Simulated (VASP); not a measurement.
# ScAl3 (Pm-3m) in VASP: further runs, part 2 of 2

VASP 6.6.1.

### 4 Single point, PBEsol

This run uses another cell than the first one, of 13.63 Å³/atom, 0.780 times its volume.

INCAR

```
SYSTEM = ScAl3
PREC = Accurate
ENCUT = 520
EDIFF = 1E-6
ISMEAR = 0
SIGMA = 0.1
LREAL = .False.
LASPH = .True.
NELM = 80
ALGO = Normal
ISIF = 2
LWAVE = .False.
LCHARG = .False.
GGA = PS
NBANDS = 18
```

KPOINTS

```
regular mesh
0
Gamma
  12 12 12
  0 0 0
```

POSCAR

```
ScAl3
1.0
    3.7919040932      0.0000000000      0.0000000000
    0.0000000000      3.7919040932      0.0000000000
    0.0000000000      0.0000000000      3.7919040932
Sc Al
1 3
Direct
    0.0000000000      0.0000000000      0.0000000000
    0.5000000000      0.0000000000      0.5000000000
    0.0000000000      0.5000000000      0.5000000000
    0.5000000000      0.5000000000      0.0000000000
```

Potentials or basis: VASP PAW PBE potentials, release 64 (Sc_sv, Al).

Command:

```sh
$ cat potpaw_PBE.64/Sc_sv/POTCAR potpaw_PBE.64/Al/POTCAR > POTCAR
$ mpirun -np 1 vasp_std > vasp.out
```

OUTCAR:

```text
SYSTEM = ScAl3
   PREC = Accurate
   ENCUT = 520
   EDIFF = 1E-6
   ISMEAR = 0
   LREAL = .False.
   LASPH = .True.
   NELM = 80
   ISIF = 2
   GGA = PS

 ion  position               nearest neighbor table
   1  0.000  0.000  0.000-   2 2.68   3 2.68   4 2.68   2 2.68   3 2.68   3 2.68   4 2.68   3 2.68
                             2 2.68   4 2.68   2 2.68   4 2.68
   2  0.500  0.000  0.500-   1 2.68   3 2.68   4 2.68   1 2.68   4 2.68   3 2.68   4 2.68   4 2.68
                             1 2.68   3 2.68   1 2.68   3 2.68
   3  0.000  0.500  0.500-   1 2.68   2 2.68   4 2.68   1 2.68   4 2.68   1 2.68   2 2.68   1 2.68
                             2 2.68   4 2.68   4 2.68   2 2.68
   4  0.500  0.500  0.000-   1 2.68   2 2.68   3 2.68   2 2.68   3 2.68   1 2.68   2 2.68   2 2.68
                             1 2.68   3 2.68   3 2.68   1 2.68

  LATTYP: Found a simple cubic cell.
 ALAT       =     3.7919040932

  Lattice vectors:

 A1 = (   3.7919040932,   0.0000000000,   0.0000000000)
 A2 = (   0.0000000000,   3.7919040932,   0.0000000000)
 A3 = (   0.0000000000,   0.0000000000,   3.7919040932)

Analysis of symmetry for initial positions (statically):
=====================================================================
 Subroutine PRICEL returns:
 Original cell was already a primitive cell.

 Routine SETGRP: Setting up the symmetry group for a
 simple cubic supercell.

 Subroutine GETGRP returns: Found 48 space group operations
 (whereof 48 operations were pure point group operations)
 out of a pool of 48 trial point group operations.

The static configuration has the point symmetry O_h .

Analysis of symmetry for dynamics (positions and initial velocities):
=====================================================================
 Subroutine PRICEL returns:
 Original cell was already a primitive cell.

 Routine SETGRP: Setting up the symmetry group for a
 simple cubic supercell.

 Subroutine GETGRP returns: Found 48 space group operations
 (whereof 48 operations were pure point group operations)
 out of a pool of 48 trial point group operations.

The dynamic configuration has the point symmetry O_h .

 Subroutine INISYM returns: Found 48 space group operations
 (whereof 48 operations are pure point group operations),
 and found     1 'primitive' translations

----------------------------------------------------------------------------------------

                                     Primitive cell

  volume of cell :      54.5220

  direct lattice vectors                    reciprocal lattice vectors
     3.791904093  0.000000000  0.000000000     0.263719750  0.000000000  0.000000000
     0.000000000  3.791904093  0.000000000     0.000000000  0.263719750  0.000000000
     0.000000000  0.000000000  3.791904093     0.000000000  0.000000000  0.263719750

  length of vectors
     3.791904093  3.791904093  3.791904093     0.263719750  0.263719750  0.263719750

  position of ions in fractional coordinates (direct lattice)
     0.000000000  0.000000000  0.000000000
     0.500000000  0.000000000  0.500000000
     0.000000000  0.500000000  0.500000000
     0.500000000  0.500000000  0.000000000

  ion indices of the primitive-cell ions
   primitive index   ion index
                 1           1
                 2           2
[... 30 lines left out ...]
            Coordinates               Weight
  0.000000  0.000000  0.000000      1.000000
  0.083333  0.000000  0.000000      6.000000
  0.166667  0.000000  0.000000      6.000000
  0.250000  0.000000  0.000000      6.000000
  0.333333  0.000000  0.000000      6.000000
  0.416667  0.000000  0.000000      6.000000
[... 16 lines left out ...]
  0.333333  0.333333  0.000000     12.000000
  0.416667  0.333333  0.000000     24.000000
 [... further k-points ...]
   k-points           NKPTS =     84   k-points in BZ     NKDIM =     84   number of bands    NBANDS=     18
   number of dos      NEDOS =    301   number of ions     NIONS =      4
   total plane-waves  NPLWV =  21952
   dimension x,y,z NGX =    28 NGY =   28 NGZ =   28
   dimension x,y,z NGXF=    56 NGYF=   56 NGZF=   56
   ions per type =               1   3
   NGX,Y,Z   is equivalent  to a cutoff of  12.28, 12.28, 12.28 a.u.
   NGXF,Y,Z  is equivalent  to a cutoff of  24.55, 24.55, 24.55 a.u.
 SYSTEM =  ScAl3
   PREC   = accura    normal or accurate (medium, high low for compatibility)
   ISTART =      0    job   : 0-new  1-cont  2-samecut
   ICHARG =      2    charge: 1-file 2-atom 10-const
   ISPIN  =      1    spin polarized calculation?
   LNONCOLLINEAR =      F non collinear calculations
   LSORBIT =      F    spin-orbit coupling
   LASPH  =      T    aspherical Exc in radial PAW
   ENCUT  =  520.0 eV  38.22 Ry    6.18 a.u.   7.05  7.05  7.05*2*pi/ulx,y,z
   NELM   =     80;   NELMIN=  2; NELMDL= -5     # of ELM steps
   EDIFF  = 0.1E-05   stopping-criterion for ELM
   LREAL  =      F    real-space projection
   EDIFFG = 0.1E-04   stopping-criterion for IOM
   NSW    =      0    number of steps for IOM
   IBRION =     -1    ionic relax: 0-MD 1-quasi-New 2-CG
   NFREE  =      0    steps in history (QN), initial steepest desc. (CG)
   ISIF   =      2    stress and relaxation
   ISYM   =      2    0-nonsym 1-usesym 2-fastsym
   POTIM  = 0.5000    time-step for ionic-motion
   TEBEG  =    0.0;   TEEND  =   0.0 temperature during run
   PSTRESS=    0.0 pullay stress
   NELECT =      20.0000    total number of electrons
   NUPDOWN=      -1.0000    fix difference up-down
   EMIN   =  10.00;   EMAX   =-10.00  energy-range for DOS
   EFERMI =   0.00;   METHOD = LEGACY
   ISMEAR =     0;   SIGMA  =   0.10  broadening in eV -4-tet -1-fermi 0-gaus
   EFERMI_NEDOS =   21; number of points for ismear=-14 and -15
   IALGO  =     38    algorithm
   IMIX   =      4    mixing-type and parameters
     AMIX     =   0.40;   BMIX     =  1.00
     AMIX_MAG =   1.60;   BMIX_MAG =  1.00
  volume/ion in A,a.u.               =      13.63        91.98
  Fermi-wavevector in a.u.,A,eV,Ry     =   1.171910  2.214588 18.685865  1.373372
  Thomas-Fermi vector in A             =   2.308346
   LORBIT       =      0    0 simple, 1 ext, 2 COOP (PROOUT), +10 PAW based schemes
   GGA     = PS    functional components
   LHFCALC =     F    Hartree Fock is set to
   AEXX    =    0.0000 exact exchange contribution
   IVDW    =     0    specifies the selected vdW correction
   LEPSILON=     F    determine dielectric tensor
   LRPA    =     F    only Hartree local field effects (RPA)
 non-spin polarized calculation
 Gauss-broadening in eV      SIGMA  =   0.10
  energy-cutoff  :      520.00
  volume of cell :       54.52
 maximum number of plane-waves:      1492
   NGX = 15   NGY = 15   NGZ = 15

 number of electron      19.9999998 magnetization

 Free energy of the ion-electron system (eV)
  ---------------------------------------------------
  ext. energy  EPLUGINS =         0.00000000
  ---------------------------------------------------
  free energy    TOTEN  =       -19.72930668 eV

  energy without entropy =      -19.72290071  energy(sigma->0) =      -19.72610369

 E-fermi :   9.3538     XC(G=0): -11.4165

 val. band max:        9.3334319712   @ k =   0.3333   0.2500   0.0000
 cond. band min:       9.3742052635   @ k =   0.2500   0.1667   0.0833
 fundamental gap:      0.0407732922
 Fermi energy:         9.3537626601

 k-point     1 :       0.0000    0.0000    0.0000
  band No.  band energies     occupation
      1     -38.5892      2.00000
      2     -17.4925      2.00000
      3     -17.4925      2.00000
      4     -17.4925      2.00000
      5      -1.8258      2.00000
      6       6.4094      2.00000
[... 481 lines left out ...]
      5       0.9009      2.00000
      6       2.9202      2.00000
[... 10 lines left out ...]
     17      15.0061      0.00000
     18      16.7580      0.00000

 [... further k-points ...]

------------------------ aborting loop because EDIFF is reached ----------------------------------------

  FORCE on cell =-STRESS in cart. coord.  units (eV):
  Direction    XX          YY          ZZ          XY          YZ          ZX
  --------------------------------------------------------------------------------------
  -------------------------------------------------------------------------------------
  Total       10.3134486     10.3134486     10.3134486      0.0000000      0.0000000     -0.0000000
  in kB      303.0696581    303.0696581    303.0696581      0.0000000      0.0000000     -0.0000000
  external PRESSURE =     303.0696581 kB  Pullay stress =       0.0000000 kB

 VOLUME and BASIS-vectors are now :
 -----------------------------------------------------------------------------
  energy-cutoff  :      520.00
  volume of cell :       54.52
      direct lattice vectors                 reciprocal lattice vectors
     3.791904093  0.000000000  0.000000000     0.263719750  0.000000000  0.000000000
     0.000000000  3.791904093  0.000000000     0.000000000  0.263719750  0.000000000
     0.000000000  0.000000000  3.791904093     0.000000000  0.000000000  0.263719750

 POSITION                                       TOTAL-FORCE (eV/Angst)
 -----------------------------------------------------------------------------------
      0.00000      0.00000      0.00000         0.000000      0.000000      0.000000
      1.89595      0.00000      1.89595         0.000000      0.000000      0.000000
      0.00000      1.89595      1.89595         0.000000      0.000000      0.000000
      1.89595      1.89595      0.00000         0.000000      0.000000      0.000000
 -----------------------------------------------------------------------------------
    total drift:                               -0.000000     -0.000000     -0.000000

  FREE ENERGIE OF THE ION-ELECTRON SYSTEM (eV)
  ---------------------------------------------------
  free  energy   TOTEN  =       -19.7293066777 eV

  energy  without entropy=      -19.7229007060  energy(sigma->0) =      -19.72610369
```

stdout:

```text
POSCAR found type information on POSCAR ScAl
 POSCAR found :  2 types and       4 ions
 scaLAPACK will be used
 -----------------------------------------------------------------------------
|                                                                             |
|                                                                             |
|     You enforced a specific xc type in the INCAR file but a different       |
|     I HOPE YOU KNOW WHAT YOU ARE DOING!                                     |
|                                                                             |
 -----------------------------------------------------------------------------

 LDA part: xc-table for (Slater+PW92), standard interpolation
 POSCAR, INCAR and KPOINTS ok, starting setup
 FFT: planning ... GRIDC
 FFT: planning ... GRID_SOFT
 FFT: planning ... GRID
 WAVECAR not read
 entering main loop
```

Run time: 25 s. Hardware: 1 thread of Intel Xeon 6975P-C (Granite Rapids), shared host; peak memory 0.21 GiB.

What came out:

```yaml
Free_energy: -19.7293 eV
Pressure: 30.3 GPa
Band_gap_on_the_k_mesh: zero (band 10 reaches 10.77 eV, above the bottom of band 11 at 6.33 eV)
```

Caveat: the PAW data sets were made with another functional, which shifts forces and pressure a little.

### 5 Summary

| cell | k mesh | gap on the mesh (eV) | pressure (GPa) |
| --- | --- | --- | --- |
| a = 4.119 Å, 4 atoms | 10 × 10 × 10 | none | -2.9 |
| a = 3.639 Å, 4 atoms | 12 × 12 × 12 | none | 60.5 |
| a = 3.792 Å, 4 atoms | 12 × 12 × 12 | none | 30.3 |

Alike in all rows: task single point; level PBEsol; potentials or basis VASP PAW PBE potentials, release 64 (Sc_sv, Al); no spin polarisation; cutoff (eV) 520; smearing gaussian 0.1 eV.

Caveats: the PAW data sets were made with another functional, which shifts forces and pressure a little.

Absolute energies hang on the potentials; compare differences alone.
